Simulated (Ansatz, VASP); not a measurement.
## B in VASP and in Ansatz

```
B
1.0
    -1.14051    1.14051    1.14051
     1.14051   -1.14051    1.14051
     1.14051    1.14051   -1.14051
B
1
Direct
  0.00000 0.00000 0.00000
```

Alike in both runs: task single point; functional BLYP; k mesh 21 × 21 × 21; occupations fermi-dirac, width 0.1 eV; no spin polarisation.

|  | VASP | Ansatz |
| --- | --- | --- |
| version | VASP 6.6.1 | Ansatz 0.2.0 |
| potentials or method | VASP PAW PBE potentials, release 64 (B), cutoff 520 eV | plane waves (420 eV) with PAW, scalar-relativistic |
| valence electrons in the cell | 3 | 3 |

```csv
,VASP,Ansatz,Ansatz less VASP
pressure (GPa),17.9,17.8,-0.07
```

VASP's potentials were made for PBE, not for BLYP.
